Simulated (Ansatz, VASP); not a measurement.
**Two plane-wave programs on CoSn3**

The input INCAR:

```
SYSTEM = CoSn3
ALGO = Fast
EDIFF = 1E-6
EDIFFG = -0.01
ENCUT = 600
GGA = PS
IBRION = 2
ISIF = 3
ISMEAR = 0
LASPH = .TRUE.
LCHARG = .FALSE.
LREAL = .FALSE.
LWAVE = .FALSE.
NELM = 100
NSW = 80
PREC = Accurate
SIGMA = 0.1
```

The input KPOINTS:

```
k-points
0
G
  10 10 10
  0 0 0
```

The input POSCAR:

```
CoSn3
1.0
    4.3976643260      0.0000000000      0.0000000000
    0.0000000000      4.3976643260      0.0000000000
    0.0000000000      0.0000000000      4.3976643260
Sn Co
3 1
Direct
    0.0000000000      0.5000000000      0.5000000000
    0.5000000000      0.0000000000      0.5000000000
    0.5000000000      0.5000000000      0.0000000000
    0.0000000000      0.0000000000      0.0000000000
```

Input for Ansatz:

```yaml
crystal:
  lattice:
    - [4.397664326, 0.0, 0.0]
    - [0.0, 4.397664326, 0.0]
    - [0.0, 0.0, 4.397664326]
  atoms:
    - { symbol: Sn, position: [0.0, 0.5, 0.5] }
    - { symbol: Sn, position: [0.5, 0.0, 0.5] }
    - { symbol: Sn, position: [0.5, 0.5, 0.0] }
    - { symbol: Co, position: [0.0, 0.0, 0.0] }
basis:
  ecutwfc: 420
kpoints:
  mp_grid: { grid: [10, 10, 10] }
hamiltonian:
  xc: pbesol
scf:
  occupations: { method: gaussian, width: 0.1 }
  lower_state_search: "off"
output:
  forces: true
  stress: true
  eigenvalues: true
relax:
  adjacent_minimum: "off"
  f_tol: 0.01
  max_steps: 60
  cell: { stress_tol: 0.05 }
```

Alike in both runs: task relaxation of cell and atoms; functional PBEsol; k mesh 10 × 10 × 10; occupations gaussian, width 0.1 eV; no spin polarisation.

```csv
,VASP,Ansatz
version,VASP 6.6.1,Ansatz 0.2.0
potentials or method,"VASP PAW PBE potentials, release 64 (Sn_d, Co), cutoff 600 eV","scalar-relativistic, plane waves, PAW"
valence electrons in the cell,51,59
```

Ansatz gave:

| Quantity | Value |
| --- | --- |
| gap on the k mesh at the Fermi level, each at its own relaxed structure (eV) | none |
| relaxed volume (Å³/atom) | 20.89 |
| relaxed length of the cell vector where the two differ most in proportion (Å) | 4.372 |

Q: What did VASP give for the same quantities?

A: gap on the k mesh at the Fermi level, each at its own relaxed structure (eV): none; relaxed volume (Å³/atom): 20.88; relaxed length of the cell vector where the two differ most in proportion (Å): 4.371.

VASP's potentials were made for PBE, not for PBEsol. A gap of «none» marks a metal or a gap that the smearing closes. VASP's potentials hold 51 valence electrons a cell and Ansatz's 59, so a difference there can come from the potentials and not from the codes.
